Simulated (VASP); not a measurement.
# Cs3Pr (P6_3/mmc) in VASP: relaxation of cell and atoms with PBE

Aim: the relaxation of cell and atoms of Cs3Pr with PBE.

Program: VASP 6.6.1. These are calculated values, not measurements. Logs are shortened: lines on timing, memory, paths and dates and some standing lists are left out, and cuts for length are marked.

## Step 1: The cell of the first run

It takes space group P6_3/mmc (No. 194, hexagonal). The conventional cell has a = 4.479 Å, b = 4.479 Å, c = 34.004 Å, α = 90.00°, β = 90.00°, γ = 120.00°. Cs (site symmetry 3m) has 9 Cs at 4.48 to 5.42 Å and 3 Pr at 4.54 Å within 5.9 Å. Within 5.9 Å of Cs (site symmetry -6m2) lie 12 Cs at 4.48 to 5.42 Å. Within 5.9 Å of Pr (site symmetry -3m) lie 6 Pr at 4.48 Å and 6 Cs at 4.54 Å.

## Step 2: Relaxation of cell and atoms, PBE

INCAR reads:

```
  PREC = Accurate
  ENCUT = 500
  EDIFF = 1E-7
  ISMEAR = 0
  SIGMA = 0.1
  LREAL = False
  LASPH = True
  NELM = 200
  ALGO = Normal
  ISIF = 3
  LWAVE = False
  LCHARG = False
  GGA = PE
  IBRION = 2
  NSW = 80
  EDIFFG = -0.001
  GGA_COMPAT = False
  NELMIN = 4
  LMAXMIX = 6
```

KPOINTS reads:

```
regular mesh
0
Gamma
  12 12 1
```

POSCAR reads:

```
Cs3Pr
1.0
    4.4790540496      0.0000000000      0.0000000000
   -2.2395270248      3.8789745919      0.0000000000
    0.0000000000      0.0000000000     34.0039820512
Cs Pr
6 2
Direct
    0.3333333333      0.6666666667      0.1098154510
    0.6666666667      0.3333333333      0.6098154510
    0.3333333333      0.6666666667      0.3901845490
    0.6666666667      0.3333333333      0.8901845490
    0.3333333333      0.6666666667      0.7500000000
    0.6666666667      0.3333333333      0.2500000000
    0.0000000000      0.0000000000      0.0000000000
    0.0000000000      0.0000000000      0.5000000000
```

Potentials or basis: VASP PAW PBE potentials, release 64 (Cs_sv, Pr_3), 4f in core.

Run with:

```console
$ cat potpaw_PBE.64/Cs_sv/POTCAR potpaw_PBE.64/Pr_3/POTCAR > POTCAR
$ mpirun -np 1 vasp_std > vasp.out
```

OUTCAR:

```text
PREC = Accurate
   ENCUT = 500
   EDIFF = 1E-7
   ISMEAR = 0
   LREAL = False
   LASPH = True
   NELM = 200
   ISIF = 3
   GGA = PE
   IBRION = 2
   NSW = 80
   EDIFFG = -0.001
   NELMIN = 4

 ion  position               nearest neighbor table
   1  0.333  0.667  0.110-
   2  0.667  0.333  0.610-
   3  0.333  0.667  0.390-
   4  0.667  0.333  0.890-
   5  0.333  0.667  0.750-
   6  0.667  0.333  0.250-
   7  0.000  0.000  0.000-
   8  0.000  0.000  0.500-

  LATTYP: Found a hexagonal cell.
 ALAT       =     4.4790540496
 C/A-ratio  =     7.5917775661

  Lattice vectors:

 A1 = (   4.4790540496,   0.0000000000,   0.0000000000)
 A2 = (  -2.2395270248,   3.8789745919,   0.0000000000)
 A3 = (   0.0000000000,   0.0000000000,  34.0039820512)

Analysis of symmetry for initial positions (statically):
=====================================================================
 Subroutine PRICEL returns:
 Original cell was already a primitive cell.

 Routine SETGRP: Setting up the symmetry group for a
 hexagonal supercell.

 Subroutine GETGRP returns: Found 24 space group operations
 (whereof 12 operations were pure point group operations)
 out of a pool of 24 trial point group operations.

The static configuration has the point symmetry D_3d.
 The point group associated with its full space group is D_6h.

Analysis of symmetry for dynamics (positions and initial velocities):
=====================================================================
 Subroutine PRICEL returns:
 Original cell was already a primitive cell.

 Routine SETGRP: Setting up the symmetry group for a
 hexagonal supercell.

 Subroutine GETGRP returns: Found 24 space group operations
 (whereof 12 operations were pure point group operations)
 out of a pool of 24 trial point group operations.

The dynamic configuration has the point symmetry D_3d.
 The point group associated with its full space group is D_6h.

 Subroutine INISYM returns: Found 24 space group operations
 (whereof 12 operations are pure point group operations),
 and found     1 'primitive' translations

----------------------------------------------------------------------------------------

                                     Primitive cell

  volume of cell :     590.7898

  direct lattice vectors                    reciprocal lattice vectors
     4.479054050  0.000000000  0.000000000     0.223261427  0.128900045  0.000000000
    -2.239527025  3.878974592  0.000000000     0.000000000  0.257800090  0.000000000
     0.000000000  0.000000000 34.003982051     0.000000000  0.000000000  0.029408320

  length of vectors
     4.479054050  4.479054050 34.003982051     0.257800090  0.257800090  0.029408320

  position of ions in fractional coordinates (direct lattice)
     0.333333333  0.666666667  0.109815451
     0.666666667  0.333333333  0.609815451
     0.333333333  0.666666667  0.390184549
     0.666666667  0.333333333  0.890184549
     0.333333333  0.666666667  0.750000000
     0.666666667  0.333333333  0.250000000
     0.000000000  0.000000000  0.000000000
     0.000000000  0.000000000  0.500000000

  ion indices of the primitive-cell ions
   primitive index   ion index
                 1           1
                 2           2
                 3           3
                 4           4
                 5           5
                 6           6
                 7           7
                 8           8

----------------------------------------------------------------------------------------

 KPOINTS: regular mesh

Automatic generation of k-mesh.
 Grid dimensions read from file:
 generate k-points for:   12   12    1

 Generating k-lattice:

  Cartesian coordinates                     Fractional coordinates (reciprocal lattice)
     0.018605119  0.010741670  0.000000000     0.083333333  0.000000000  0.000000000
     0.000000000  0.021483341  0.000000000     0.000000000  0.083333333  0.000000000
     0.000000000  0.000000000  0.029408320     0.000000000  0.000000000  1.000000000

  Length of vectors
     0.021483341  0.021483341  0.029408320

  Shift w.r.t. Gamma in fractional coordinates (k-lattice)
     0.000000000  0.000000000  0.000000000

 Subroutine IBZKPT returns following result:
 ===========================================

 Found     19 irreducible k-points:

 Following reciprocal coordinates:
            Coordinates               Weight
  0.000000  0.000000  0.000000      1.000000
  0.083333  0.000000  0.000000      6.000000
  0.166667  0.000000  0.000000      6.000000
  0.250000  0.000000  0.000000      6.000000
  0.333333  0.000000  0.000000      6.000000
  0.416667  0.000000  0.000000      6.000000
[... 11 lines left out ...]
  0.333333  0.250000  0.000000     12.000000
  0.333333  0.333333  0.000000      2.000000
   k-points           NKPTS =     19   k-points in BZ     NKDIM =     19   number of bands    NBANDS=     45
   number of dos      NEDOS =    301   number of ions     NIONS =      8
   total plane-waves  NPLWV = 324000
   dimension x,y,z NGX =    36 NGY =   36 NGZ =  250
   dimension x,y,z NGXF=    72 NGYF=   72 NGZF=  500
   ions per type =               6   2
   NGX,Y,Z   is equivalent  to a cutoff of  13.36, 13.36, 12.22 a.u.
   NGXF,Y,Z  is equivalent  to a cutoff of  26.72, 26.72, 24.45 a.u.
 SYSTEM =  unknown system
   PREC   = accura    normal or accurate (medium, high low for compatibility)
   ISTART =      0    job   : 0-new  1-cont  2-samecut
   ICHARG =      2    charge: 1-file 2-atom 10-const
   ISPIN  =      1    spin polarized calculation?
   LNONCOLLINEAR =      F non collinear calculations
   LSORBIT =      F    spin-orbit coupling
   LASPH  =      T    aspherical Exc in radial PAW
   ENCUT  =  500.0 eV  36.75 Ry    6.06 a.u.   8.17  8.17 62.00*2*pi/ulx,y,z
   NELM   =    200;   NELMIN=  4; NELMDL= -5     # of ELM steps
   EDIFF  = 0.1E-06   stopping-criterion for ELM
   LREAL  =      F    real-space projection
   EDIFFG = -.1E-02   stopping-criterion for IOM
   NSW    =     80    number of steps for IOM
   IBRION =      2    ionic relax: 0-MD 1-quasi-New 2-CG
   NFREE  =      1    steps in history (QN), initial steepest desc. (CG)
   ISIF   =      3    stress and relaxation
   ISYM   =      2    0-nonsym 1-usesym 2-fastsym
   POTIM  = 0.5000    time-step for ionic-motion
   TEBEG  =    0.0;   TEEND  =   0.0 temperature during run
   PSTRESS=    0.0 pullay stress
   NELECT =      76.0000    total number of electrons
   NUPDOWN=      -1.0000    fix difference up-down
   EMIN   =  10.00;   EMAX   =-10.00  energy-range for DOS
   EFERMI =   0.00;   METHOD = LEGACY
   ISMEAR =     0;   SIGMA  =   0.10  broadening in eV -4-tet -1-fermi 0-gaus
   EFERMI_NEDOS =   21; number of points for ismear=-14 and -15
   IALGO  =     38    algorithm
   IMIX   =      4    mixing-type and parameters
     AMIX     =   0.40;   BMIX     =  1.00
     AMIX_MAG =   1.60;   BMIX_MAG =  1.00
  volume/ion in A,a.u.               =      73.85       498.36
  Fermi-wavevector in a.u.,A,eV,Ry     =   0.826422  1.561710  9.292408  0.682973
  Thomas-Fermi vector in A             =   1.938451
   LORBIT       =      0    0 simple, 1 ext, 2 COOP (PROOUT), +10 PAW based schemes
   GGA     = PE    functional components
   LHFCALC =     F    Hartree Fock is set to
   AEXX    =    0.0000 exact exchange contribution
   IVDW    =     0    specifies the selected vdW correction
   LEPSILON=     F    determine dielectric tensor
   LRPA    =     F    only Hartree local field effects (RPA)
 conjugate gradient relaxation of ions
 non-spin polarized calculation
 Gauss-broadening in eV      SIGMA  =   0.10
  energy-cutoff  :      500.00
  volume of cell :      590.79
 maximum number of plane-waves:     15045
 NGX is ok and might be reduce to    36
   NGX = 17   NGY = 17   NGZ =123

--------------------------------------- Ionic step        1  -------------------------------------------

 number of electron      76.0000008 magnetization

 Free energy of the ion-electron system (eV)
  ---------------------------------------------------
  ext. energy  EPLUGINS =         0.00000000
  ---------------------------------------------------
  free energy    TOTEN  =       -10.93056765 eV

  energy without entropy =      -10.83280591  energy(sigma->0) =      -10.88168678

------------------------ aborting loop because EDIFF is reached ----------------------------------------

  FORCE on cell =-STRESS in cart. coord.  units (eV):
  Direction    XX          YY          ZZ          XY          YZ          ZX
  --------------------------------------------------------------------------------------
  -------------------------------------------------------------------------------------
  Total        0.0330385      0.0330385     -0.0453737      0.0000000      0.0000000      0.0000000
  in kB        0.0895979      0.0895979     -0.1230500      0.0000000      0.0000000      0.0000000
  external PRESSURE =       0.0187152 kB  Pullay stress =       0.0000000 kB

 VOLUME and BASIS-vectors are now :
 -----------------------------------------------------------------------------
  energy-cutoff  :      500.00
  volume of cell :      590.79
      direct lattice vectors                 reciprocal lattice vectors
     4.479054050  0.000000000  0.000000000     0.223261427  0.128900045  0.000000000
    -2.239527025  3.878974592  0.000000000     0.000000000  0.257800090  0.000000000
     0.000000000  0.000000000 34.003982051     0.000000000  0.000000000  0.029408320
[... 85 lines left out ...]
 POSITION                                       TOTAL-FORCE (eV/Angst)
 -----------------------------------------------------------------------------------
     -0.00000      2.58794      3.72992        -0.000000      0.000000     -0.001035
      2.24122      1.29397     20.71424         0.000000      0.000000     -0.001035
     -0.00000      2.58794     13.25439         0.000000      0.000000      0.001035
      2.24122      1.29397     30.23870         0.000000     -0.000000      0.001035
     -0.00000      2.58794     25.47647        -0.000000      0.000000     -0.000000
      2.24122      1.29397      8.49216         0.000000      0.000000      0.000000
     -0.00000      0.00000      0.00000        -0.000000      0.000000      0.000000
     -0.00000      0.00000     16.98431        -0.000000      0.000000      0.000000
 -----------------------------------------------------------------------------------
    total drift:                                0.000000     -0.000000      0.000000

  FREE ENERGIE OF THE ION-ELECTRON SYSTEM (eV)
  ---------------------------------------------------
  free  energy   TOTEN  =       -10.9306189248 eV

  energy  without entropy=      -10.8325030408  energy(sigma->0) =      -10.88156098

--------------------------------------- Ionic step        4  -------------------------------------------

 number of electron      76.0000009 magnetization

 Free energy of the ion-electron system (eV)
  ---------------------------------------------------
  ext. energy  EPLUGINS =         0.00000000
  ---------------------------------------------------
  free energy    TOTEN  =       -10.93061910 eV

  energy without entropy =      -10.83248497  energy(sigma->0) =      -10.88155203

 E-fermi :   1.4779     XC(G=0):  -6.7164

 val. band max:        1.4773743799   @ k =   0.3333   0.0833   0.0000
 cond. band min:       1.4841769220   @ k =   0.1667   0.0833   0.0000
 fundamental gap:      0.0068025421
 Fermi energy:         1.4778816903

 k-point     1 :       0.0000    0.0000    0.0000
  band No.  band energies     occupation
      1     -36.2243      2.00000
      2     -36.2243      2.00000
      3     -22.4363      2.00000
      4     -22.4363      2.00000
      5     -22.0126      2.00000
      6     -22.0126      2.00000
[... 923 lines left out ...]
 POSITION                                       TOTAL-FORCE (eV/Angst)
 -----------------------------------------------------------------------------------
     -0.00000      2.58804      3.72971         0.000000      0.000000     -0.000963
      2.24131      1.29402     20.71312        -0.000000     -0.000000     -0.000963
     -0.00000      2.58804     13.25370         0.000000      0.000000      0.000963
      2.24131      1.29402     30.23711        -0.000000     -0.000000      0.000963
     -0.00000      2.58804     25.47512         0.000000      0.000000      0.000000
      2.24131      1.29402      8.49171        -0.000000     -0.000000     -0.000000
      2.24131      3.88206      0.00000        -0.000000     -0.000000     -0.000000
      2.24131      3.88206     16.98341        -0.000000     -0.000000     -0.000000
 -----------------------------------------------------------------------------------
    total drift:                                0.000000      0.000000      0.000000

  FREE ENERGIE OF THE ION-ELECTRON SYSTEM (eV)
  ---------------------------------------------------
  free  energy   TOTEN  =       -10.9306190974 eV

  energy  without entropy=      -10.8324849712  energy(sigma->0) =      -10.88155203

 reached required accuracy - stopping structural energy minimisation
```

Run time: 18 min. Hardware: 1 thread of Intel Xeon 6975P-C (Granite Rapids), shared host; peak memory 0.93 GiB.

What came out:

```
Free energy                           : -10.9306 eV
Relaxed volume                        : 73.89 Å³/atom
Relaxed cell                          : a = 4.483 Å, b = 4.483 Å, c = 33.967 Å, α = 90.00°, β = 90.00°, γ = 120.00°
Space group after relaxing (to 0.1 Å) : P6_3/mmc (No. 194)
Energy gained by relaxing             : 0.0 meV/atom
Ionic steps                           : 4
Pressure after relaxing               : 0.0 GPa
Band gap on the k mesh                : zero (bands 38 and 39 overlap by 0.89 eV)
```

Final structure:
```
CELL_PARAMETERS angstrom
4.48262 0.00000 0.00000
-2.24131 3.88206 0.00000
0.00000 0.00000 33.96682
ATOMIC_POSITIONS crystal
Cs 0.33333 0.66667 0.10980
Cs 0.66667 0.33333 0.60980
Cs 0.33333 0.66667 0.39020
Cs 0.66667 0.33333 0.89020
Cs 0.33333 0.66667 0.75000
Cs 0.66667 0.33333 0.25000
Pr 0.00000 0.00000 0.00000
Pr 0.00000 0.00000 0.50000
```

Caveat: spin-orbit coupling is left out, which moves the levels of the heavy elements; the 4f electrons are frozen in the core, so they carry no moment and show no levels.
